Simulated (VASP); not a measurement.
Wanted: the native input for a VASP 6.6.1 run.

| Quantity | Value |
| --- | --- |
| Task | single point |
| Functional | PBE |
| Potentials or basis | VASP PAW PBE potentials, release 64 (Si, Ge_d) |
| Cutoff | 520 eV |
| k mesh | 6 × 6 × 4 |
| Occupations | gaussian, width 0.1 eV |
| Spin | no spin polarisation |
| Dipole correction | no |
| Further INCAR settings | ALGO = Normal; EDIFF = 1e-07; NBANDS = 18 |

The structure of Si2Ge lies in POSCAR:

```
Si2Ge
1.0
    2.9724979684      0.0000000000      0.0000000000
   -1.4862489842      2.5742587534      0.0000000000
    0.0000000000      0.0000000000      6.6878095320
Si Ge
2 1
Direct
    0.3333333333      0.6666666667      0.6350763038
    0.6666666667      0.3333333333      0.3649236962
    0.0000000000      0.0000000000      0.0000000000
```

One way to write it, as run:

INCAR

```
SYSTEM = Si2Ge
PREC = Accurate
ENCUT = 520
EDIFF = 1E-7
ISMEAR = 0
SIGMA = 0.1
LREAL = .FALSE.
LASPH = .TRUE.
NELM = 100
ALGO = Normal
ISIF = 2
LWAVE = .FALSE.
LCHARG = .FALSE.
GGA = PE
NBANDS = 18
```

KPOINTS

```
Automatic mesh
0
G
  6 6 4
  0 0 0
```

Potentials or basis: VASP PAW PBE potentials, release 64 (Si, Ge_d).

Command:

```sh
$ cat potpaw_PBE.64/Si/POTCAR potpaw_PBE.64/Ge_d/POTCAR > POTCAR
$ mpirun -np 1 vasp_std > vasp.out
```

Results of the run:

```yaml
Pressure: -0.1 GPa
Largest_force: 0.003 eV/Å
Band_gap_on_the_k_mesh: zero (band 11 reaches 13.41 eV, above the bottom of band 12 at 5.99 eV)
```

Caveat: the k points lie up to 0.41 Å⁻¹ apart.

It took 23 s on 1 thread of AMD EPYC 7R43 64-Core Processor (Zen 3) (shared host), peak memory 0.14 GiB.
